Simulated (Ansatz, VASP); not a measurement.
# RbH2: VASP beside Ansatz

INCAR

```
SYSTEM = RbH2
PREC = Accurate ; ENCUT = 910
EDIFF = 1E-7 ; ISMEAR = 0
SIGMA = 0.1 ; LREAL = .False.
LASPH = .True. ; NELM = 120
ALGO = Normal ; ISIF = 3
LWAVE = .False. ; LCHARG = .False.
GGA = PE ; IBRION = 2
NSW = 90 ; EDIFFG = -0.04
GGA_COMPAT = .False. ; NELMIN = 4
```

The input KPOINTS:

```
regular mesh
0
Gamma
  6 6 6
  0 0 0
```

File POSCAR:

```
RbH2
1.0
    1.7389251992      1.0039689319      5.2519989411
   -1.7389251992      1.0039689319      5.2519989411
    0.0000000000     -2.0079378637      5.2519989411
Rb H
1 2
Direct
    0.0000000000      0.0000000000      0.0000000000
    0.7500000000      0.7500000000      0.7500000000
    0.2500000000      0.2500000000      0.2500000000
```

Input for Ansatz:

```yaml
crystal:
  lattice:
    - [1.7389251992, 1.0039689319, 5.2519989411]
    - [-1.7389251992, 1.0039689319, 5.2519989411]
    - [0.0, -2.0079378637, 5.2519989411]
  atoms:
    - { symbol: Rb, position: [0.0, 0.0, 0.0] }
    - { symbol: H, position: [0.75, 0.75, 0.75] }
    - { symbol: H, position: [0.25, 0.25, 0.25] }
basis:
  ecutwfc: 420
kpoints:
  mp_grid: { grid: [6, 6, 6] }
hamiltonian:
  xc: pbe
scf:
  occupations: { method: gaussian, width: 0.1 }
  lower_state_search: "off"
output:
  forces: true
  stress: true
  eigenvalues: true
relax:
  adjacent_minimum: "off"
  f_tol: 0.04
  max_steps: 70
  cell: { stress_tol: 0.4 }
```

Alike in both runs: task relaxation of cell and atoms; functional PBE; k mesh 6 × 6 × 6; occupations gaussian, width 0.1 eV; no spin polarisation.

|  | VASP | Ansatz |
| --- | --- | --- |
| version | VASP 6.6.1 | Ansatz 0.2.0 |
| potentials or method | VASP PAW PBE potentials, release 64 (Rb_sv, H_h), cutoff 910 eV | scalar-relativistic, plane waves, PAW |
| valence electrons in the cell | 11 | 11 |

|  | VASP | Ansatz | Ansatz less VASP |
| --- | --- | --- | --- |
| gap on the k mesh at the Fermi level, each at its own relaxed structure (eV) | none | none | - |
| relaxed volume (Å³/atom) | 21.20 | 20.71 | -0.492 |
| relaxed cell length with the largest relative difference (Å) | 5.045 | 5.051 | +0.0066 |

A gap of «none» marks a metal or a gap that the smearing closes.

Noted on VASP's run: the volume moved by over 15 % at a fixed basis, so the end points are rough.
